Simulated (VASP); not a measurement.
# Ni (Fm-3m) in VASP: notebook

The runs below take Ni through relaxation of cell and atoms, with PBE.

Everything below comes from runs of VASP 6.6.1. Logs are shortened: lines on timing, memory, paths and dates and some standing lists are left out, and cuts for length are marked.

### Step 1. The cell of the first run

The structure is cubic, space group Fm-3m (No. 225). Conventional cell: a = 3.475 Å, b = 3.475 Å, c = 3.475 Å, α = 90.00°, β = 90.00°, γ = 90.00°. Ni (site symmetry m-3m) has 12 Ni at 2.46 Å within 3.2 Å.

### Step 2. Relaxation of cell and atoms, PBE, collinear spin, ferromagnetic start, target pressure 2 GPa, at which the enthalpy is minimised

Contents of INCAR:

```
PREC = Accurate
ENCUT = 600
EDIFF = 1E-7
ISMEAR = -1
SIGMA = 0.05
LREAL = F
LASPH = T
NELM = 150
ALGO = Normal
ISIF = 3
LWAVE = F
LCHARG = F
ISPIN = 2
MAGMOM = 1
LORBIT = 11
LMAXMIX = 4
GGA = PE
IBRION = 2
NSW = 60
EDIFFG = -0.01
PSTRESS = 20.0
```

Contents of KPOINTS:

```
regular mesh
0
Gamma
  13 13 13
```

Contents of POSCAR:

```
Ni
1.0
    0.0000000000      1.7375729330      1.7375729330
    1.7375729330      0.0000000000      1.7375729330
    1.7375729330      1.7375729330      0.0000000000
Ni
1
Direct
    0.0000000000      0.0000000000      0.0000000000
```

Potentials or basis: VASP PAW PBE potentials, release 64 (Ni).

On the command line:

```console
> cat potpaw_PBE.64/Ni/POTCAR > POTCAR
> mpirun -np 1 vasp_std > vasp.out
```

OUTCAR:

```text
PREC = Accurate
   ENCUT = 600
   EDIFF = 1E-7
   ISMEAR = -1
   LREAL = F
   LASPH = T
   NELM = 150
   ISIF = 3
   ISPIN = 2
   LORBIT = 11
   GGA = PE
   IBRION = 2
   NSW = 60
   EDIFFG = -0.01
   PSTRESS = 20.0

 ion  position               nearest neighbor table
   1  0.000  0.000  0.000-

  LATTYP: Found a face centered cubic cell.
 ALAT       =     3.4751458660

  Lattice vectors:

 A1 = (   0.0000000000,   1.7375729330,   1.7375729330)
 A2 = (   1.7375729330,   0.0000000000,   1.7375729330)
 A3 = (   1.7375729330,   1.7375729330,   0.0000000000)

Analysis of symmetry for initial positions (statically):
=====================================================================
 Subroutine PRICEL returns:
 Original cell was already a primitive cell.

 Routine SETGRP: Setting up the symmetry group for a
 face centered cubic supercell.

 Subroutine GETGRP returns: Found 48 space group operations
 (whereof 48 operations were pure point group operations)
 out of a pool of 48 trial point group operations.

The static configuration has the point symmetry O_h .

Analysis of symmetry for dynamics (positions and initial velocities):
=====================================================================
 Subroutine PRICEL returns:
 Original cell was already a primitive cell.

 Routine SETGRP: Setting up the symmetry group for a
 face centered cubic supercell.

 Subroutine GETGRP returns: Found 48 space group operations
 (whereof 48 operations were pure point group operations)
 out of a pool of 48 trial point group operations.

The dynamic configuration has the point symmetry O_h .

Analysis of structural, dynamic, and magnetic symmetry:
=====================================================================
 Subroutine PRICEL returns:
 Original cell was already a primitive cell.

 Routine SETGRP: Setting up the symmetry group for a
 face centered cubic supercell.

 Subroutine GETGRP returns: Found 48 space group operations
 (whereof 48 operations were pure point group operations)
 out of a pool of 48 trial point group operations.

The overall configuration has the point symmetry O_h .

 Subroutine INISYM returns: Found 48 space group operations
 (whereof 48 operations are pure point group operations),
 and found     1 'primitive' translations

----------------------------------------------------------------------------------------

                                     Primitive cell

  volume of cell :      10.4920

  direct lattice vectors                    reciprocal lattice vectors
     0.000000000  1.737572933  1.737572933    -0.287757705  0.287757705  0.287757705
     1.737572933  0.000000000  1.737572933     0.287757705 -0.287757705  0.287757705
     1.737572933  1.737572933  0.000000000     0.287757705  0.287757705 -0.287757705

  length of vectors
     2.457299207  2.457299207  2.457299207     0.498410966  0.498410966  0.498410966

  position of ions in fractional coordinates (direct lattice)
     0.000000000  0.000000000  0.000000000

  ion indices of the primitive-cell ions
   primitive index   ion index
                 1           1

----------------------------------------------------------------------------------------

 KPOINTS: regular mesh

Automatic generation of k-mesh.
 Grid dimensions read from file:
 generate k-points for:   13   13   13

 Generating k-lattice:

  Cartesian coordinates                     Fractional coordinates (reciprocal lattice)
    -0.022135208  0.022135208  0.022135208     0.076923077  0.000000000  0.000000000
     0.022135208 -0.022135208  0.022135208     0.000000000  0.076923077  0.000000000
     0.022135208  0.022135208 -0.022135208     0.000000000  0.000000000  0.076923077

  Length of vectors
     0.038339305  0.038339305  0.038339305

  Shift w.r.t. Gamma in fractional coordinates (k-lattice)
     0.000000000  0.000000000  0.000000000

 Subroutine IBZKPT returns following result:
 ===========================================

 Found     84 irreducible k-points:

 Following reciprocal coordinates:
            Coordinates               Weight
  0.000000  0.000000  0.000000      1.000000
  0.076923  0.000000  0.000000      8.000000
  0.153846  0.000000  0.000000      8.000000
  0.230769  0.000000  0.000000      8.000000
  0.307692  0.000000  0.000000      8.000000
  0.384615  0.000000  0.000000      8.000000
[... 16 lines left out ...]
  0.384615  0.153846  0.000000     24.000000
  0.461538  0.153846  0.000000     24.000000
 [... further k-points ...]
   k-points           NKPTS =     84   k-points in BZ     NKDIM =     84   number of bands    NBANDS=     10
   number of dos      NEDOS =    301   number of ions     NIONS =      1
   total plane-waves  NPLWV =   8000
   dimension x,y,z NGX =    20 NGY =   20 NGZ =   20
   dimension x,y,z NGXF=    40 NGYF=   40 NGZF=   40
   ions per type =               1
   NGX,Y,Z   is equivalent  to a cutoff of  13.53, 13.53, 13.53 a.u.
   NGXF,Y,Z  is equivalent  to a cutoff of  27.06, 27.06, 27.06 a.u.
 SYSTEM =  unknown system
   PREC   = accura    normal or accurate (medium, high low for compatibility)
   ISTART =      0    job   : 0-new  1-cont  2-samecut
   ICHARG =      2    charge: 1-file 2-atom 10-const
   ISPIN  =      2    spin polarized calculation?
   LNONCOLLINEAR =      F non collinear calculations
   LSORBIT =      F    spin-orbit coupling
   LASPH  =      T    aspherical Exc in radial PAW
   ENCUT  =  600.0 eV  44.10 Ry    6.64 a.u.   4.91  4.91  4.91*2*pi/ulx,y,z
   NELM   =    150;   NELMIN=  2; NELMDL= -5     # of ELM steps
   EDIFF  = 0.1E-06   stopping-criterion for ELM
   LREAL  =      F    real-space projection
   EDIFFG = -.1E-01   stopping-criterion for IOM
   NSW    =     60    number of steps for IOM
   IBRION =      2    ionic relax: 0-MD 1-quasi-New 2-CG
   NFREE  =      1    steps in history (QN), initial steepest desc. (CG)
   ISIF   =      3    stress and relaxation
   ISYM   =      2    0-nonsym 1-usesym 2-fastsym
   POTIM  = 0.5000    time-step for ionic-motion
   TEBEG  =    0.0;   TEEND  =   0.0 temperature during run
   PSTRESS=   20.0 pullay stress
   NELECT =      10.0000    total number of electrons
   NUPDOWN=      -1.0000    fix difference up-down
   EMIN   =  10.00;   EMAX   =-10.00  energy-range for DOS
   EFERMI =   0.00;   METHOD = LEGACY
   ISMEAR =    -1;   SIGMA  =   0.05  broadening in eV -4-tet -1-fermi 0-gaus
   EFERMI_NEDOS =   21; number of points for ismear=-14 and -15
   IALGO  =     38    algorithm
   IMIX   =      4    mixing-type and parameters
     AMIX     =   0.40;   BMIX     =  1.00
     AMIX_MAG =   1.60;   BMIX_MAG =  1.00
  volume/ion in A,a.u.               =      10.49        70.80
  Fermi-wavevector in a.u.,A,eV,Ry     =   1.611097  3.044533 35.315755  2.595635
  Thomas-Fermi vector in A             =   2.706542
   LORBIT       =     11    0 simple, 1 ext, 2 COOP (PROOUT), +10 PAW based schemes
   GGA     = PE    functional components
   LHFCALC =     F    Hartree Fock is set to
   AEXX    =    0.0000 exact exchange contribution
   IVDW    =     0    specifies the selected vdW correction
   LEPSILON=     F    determine dielectric tensor
   LRPA    =     F    only Hartree local field effects (RPA)
 conjugate gradient relaxation of ions
 spin polarized calculation
  energy-cutoff  :      600.00
  volume of cell :       10.49
 maximum number of plane-waves:       365
   NGX =  9   NGY =  9   NGZ =  9

--------------------------------------- Ionic step        1  -------------------------------------------

 number of electron      10.0000000 magnetization       1.0000000

 number of electron       9.9999999 magnetization       0.6231104

 Free energy of the ion-electron system (eV)
  ---------------------------------------------------
  ext. energy  EPLUGINS =         0.00000000
  ---------------------------------------------------
  free energy    TOTEN  =        -5.47037381 eV

  energy without entropy =       -5.45766273  energy(sigma->0) =       -5.46401827

------------------------ aborting loop because EDIFF is reached ----------------------------------------

  FORCE on cell =-STRESS in cart. coord.  units (eV):
  Direction    XX          YY          ZZ          XY          YZ          ZX
  --------------------------------------------------------------------------------------
  -------------------------------------------------------------------------------------
  Total        0.5125864      0.5125864      0.5125864     -0.0000000      0.0000000      0.0000000
  in kB       78.2741772     78.2741772     78.2741772     -0.0000000      0.0000000      0.0000000
  external PRESSURE =      58.2741772 kB  Pullay stress =      20.0000000 kB

 VOLUME and BASIS-vectors are now :
 -----------------------------------------------------------------------------
  energy-cutoff  :      600.00
  volume of cell :       10.49
      direct lattice vectors                 reciprocal lattice vectors
     0.000000000  1.737572933  1.737572933    -0.287757705  0.287757705  0.287757705
     1.737572933  0.000000000  1.737572933     0.287757705 -0.287757705  0.287757705
     1.737572933  1.737572933  0.000000000     0.287757705  0.287757705 -0.287757705
[... 44 lines left out ...]
  FREE ENERGIE OF THE ION-ELECTRON SYSTEM (eV)
  ---------------------------------------------------
  free  energy   TOTEN  =        -5.4772875759 eV

  energy  without entropy=       -5.4636334003  energy(sigma->0) =       -5.47046049

  enthalpy is  TOTEN    =        -5.3389479438 eV   P V=        0.1383396320

--------------------------------------- Ionic step        3  -------------------------------------------

 number of electron      10.0000007 magnetization       0.6249541

 Free energy of the ion-electron system (eV)
  ---------------------------------------------------
  ext. energy  EPLUGINS =         0.00000000
  ---------------------------------------------------
  free energy    TOTEN  =        -5.47886682 eV

  energy without entropy =       -5.46570049  energy(sigma->0) =       -5.47228365

 E-fermi :   9.5191     XC(G=0): -13.3132

 val. band max:        9.5132609065   @ k =   0.3846   0.0769   0.0000
 cond. band min:       9.5214814877   @ k =   0.3846   0.3846   0.0000
 fundamental gap:      0.0082205812
 Fermi energy:         9.5191065788

 spin component 1

 k-point     1 :       0.0000    0.0000    0.0000
  band No.  band energies     occupation
      1       0.4348      1.00000
      2       7.0584      1.00000
      3       7.0584      1.00000
      4       7.0584      1.00000
      5       8.2520      1.00000
      6       8.2520      1.00000
      7      33.3183      0.00000
      8      37.2588      0.00000
      9      37.2588      0.00000
     10      37.2588      0.00000

 k-point     2 :       0.0769    0.0000    0.0000
  band No.  band energies     occupation
      1       0.6675      1.00000
      2       6.9990      1.00000
      3       7.1097      1.00000
      4       7.1097      1.00000
      5       8.2307      1.00000
      6       8.2307      1.00000
      7      32.4438      0.00000
      8      35.0522      0.00000
      9      36.7524      0.00000
     10      36.7524      0.00000
[... 274 lines left out ...]
 k-point    24 :       0.4615    0.1538    0.0000
  band No.  band energies     occupation
      1       4.9756      1.00000
      2       6.6647      1.00000
      3       7.0834      1.00000
      4       7.4730      1.00000
      5       8.9424      0.99999
      6      10.3557      0.00000
      7      17.4728      0.00000
      8      28.4222      0.00000
      9      30.1123      0.00000
     10      32.2623      0.00000

 [... further k-points ...]

 spin component 2

 k-point     1 :       0.0000    0.0000    0.0000
  band No.  band energies     occupation
      1       0.4050      1.00000
      2       7.8086      1.00000
      3       7.8086      1.00000
      4       7.8086      1.00000
      5       8.8342      1.00000
      6       8.8342      1.00000
      7      33.1656      0.00000
      8      37.2415      0.00000
      9      37.2415      0.00000
     10      37.2415      0.00000

 k-point     2 :       0.0769    0.0000    0.0000
  band No.  band energies     occupation
      1       0.6380      1.00000
      2       7.7411      1.00000
      3       7.8616      1.00000
      4       7.8616      1.00000
      5       8.8119      1.00000
      6       8.8119      1.00000
      7      32.3805      0.00000
      8      35.0112      0.00000
      9      36.7728      0.00000
     10      36.7728      0.00000
[... 308 lines left out ...]
 POSITION                                       TOTAL-FORCE (eV/Angst)
 -----------------------------------------------------------------------------------
      0.00000      0.00000      0.00000        -0.000000      0.000000      0.000000
 -----------------------------------------------------------------------------------
    total drift:                                0.000000     -0.000000      0.000000

  FREE ENERGIE OF THE ION-ELECTRON SYSTEM (eV)
  ---------------------------------------------------
  free  energy   TOTEN  =        -5.4788668180 eV

  energy  without entropy=       -5.4657004877  energy(sigma->0) =       -5.47228365

  enthalpy is  TOTEN    =        -5.3443766469 eV   P V=        0.1344901711

 reached required accuracy - stopping structural energy minimisation

 total charge

# of ion       s       p       d       tot
------------------------------------------
    1        0.502   0.506   8.319   9.327

 magnetization (x)

# of ion       s       p       d       tot
------------------------------------------
    1       -0.006  -0.024   0.665   0.635
```

Wall time 78 s (1 thread of Intel Xeon 8259CL, shared host); peak memory 0.15 GiB.

What came out:

- Free energy: -5.4789 eV
- Relaxed volume: 10.77 Å³/atom
- Relaxed cell: a = 2.479 Å, b = 2.479 Å, c = 2.479 Å, α = 60.00°, β = 60.00°, γ = 60.00°
- Space group after relaxing (to 0.1 Å): Fm-3m (No. 225)
- Energy change on relaxing (the run minimises the enthalpy): -8.5 meV/atom
- Ionic steps: 3
- Pressure after relaxing: 2.0 GPa
- Net moment: 0.62 μB per cell
- Site moments: Ni +0.64 μB
- Valence electrons inside the program's atomic spheres: Ni 9.33

The path:
```csv
step,energy change (eV),largest force (eV/Å),pressure (GPa),volume (Å³)
1,0.0000,0.0000,7.83,10.49
2,-0.0069,0.0000,-3.44,11.08
3,-0.0085,0.0000,2.00,10.77
```

Final structure:
```
Ni
1.0
     0.00000    1.75299    1.75299
     1.75299    0.00000    1.75299
     1.75299    1.75299    0.00000
Ni
1
Direct
  0.00000 0.00000 0.00000
```

Levels at points of the mesh, in eV from the Fermi level:
Spin up:
```
           k point  band 3  band 4  band 5  band 6  band 7  band 8
(0.00, 0.00, 0.00)   -2.46   -2.46   -1.27   -1.27   23.80   27.74
```
Spin down:
```tsv
k point	band 1	band 2	band 3	band 4	band 5	band 6	band 7	band 8	band 9	band 10
(0.00, 0.00, 0.00)	-9.11	-1.71	-1.71	-1.71	-0.68	-0.68	23.65	27.72	27.72	27.72
```

Caveat: the cell is relaxed towards a set pressure, so the run minimises the enthalpy, not the energy.

### Step 3. Relaxation of cell and atoms, PBE, collinear spin, ferromagnetic start, target pressure 5 GPa, at which the enthalpy is minimised

Contents of INCAR:

```
SYSTEM = Ni
  ALGO = Normal
  EDIFF = 1E-7
  EDIFFG = -0.01
  ENCUT = 600
  GGA = PE
  IBRION = 2
  ISIF = 3
  ISMEAR = -1
  ISPIN = 2
  LASPH = .True.
  LCHARG = .False.
  LMAXMIX = 4
  LORBIT = 11
  LREAL = .False.
  LWAVE = .False.
  MAGMOM = 1
  NELM = 150
  NSW = 60
  PREC = Accurate
  PSTRESS = 50.0
  SIGMA = 0.05
```

Contents of KPOINTS:

```
k-points
0
Gamma
  13 13 13
  0 0 0
```

POSCAR is that of step 2.

Potentials or basis: VASP PAW PBE potentials, release 64 (Ni).

On the command line:

```console
> cat potpaw_PBE.64/Ni/POTCAR > POTCAR
> mpirun -np 1 vasp_std > vasp.out
```

Wall time 70 s (1 thread of Intel Xeon 8259CL, shared host); peak memory 0.15 GiB.

It converged, with:

```yaml
Free_energy: -5.4756 eV
Relaxed_volume: 10.62 Å³/atom
Relaxed_cell: a = 2.467 Å, b = 2.467 Å, c = 2.467 Å, α = 60.00°, β = 60.00°, γ = 60.00°
Space_group_after_relaxing_to_0.1_Å: Fm-3m (No. 225)
Energy_change_on_relaxing_the_run_minimises_the_enthalpy: -5.2 meV/atom
Ionic_steps: 3
Pressure_after_relaxing: 5.0 GPa
Net_moment: 0.62 μB per cell
Site_moments: Ni +0.63 μB
Valence_electrons_inside_the_program's_atomic_spheres: Ni 9.35
```

Step by step:
| step | energy change (eV) | largest force (eV/Å) | pressure (GPa) | volume (Å³) |
| --- | --- | --- | --- | --- |
| 1 | 0.0000 | 0.0000 | 7.83 | 10.49 |
| 2 | -0.0085 | 0.0000 | 1.97 | 10.78 |
| 3 | -0.0052 | 0.0000 | 5.02 | 10.62 |

Final structure:
```
Ni
1.0
     0.00000    1.74476    1.74476
     1.74476    0.00000    1.74476
     1.74476    1.74476    0.00000
Ni
1
Direct
  0.00000 0.00000 0.00000
```

Levels at points of the mesh, in eV from the Fermi level:
Spin up:
| k point | band 2 | band 3 | band 4 | band 5 | band 6 | band 7 | band 8 | band 9 |
| --- | --- | --- | --- | --- | --- | --- | --- | --- |
| (0.00, 0.00, 0.00) | -2.50 | -2.50 | -2.50 | -1.28 | -1.28 | 23.92 | 27.97 | 27.97 |
Spin down:
```csv
k point,band 1,band 2,band 3,band 4,band 5,band 6,band 7,band 8,band 9,band 10
"(0.00, 0.00, 0.00)",-9.21,-1.75,-1.75,-1.75,-0.70,-0.70,23.77,27.95,27.95,27.95
```

Caveat: the cell is relaxed towards a set pressure, so the run minimises the enthalpy, not the energy.
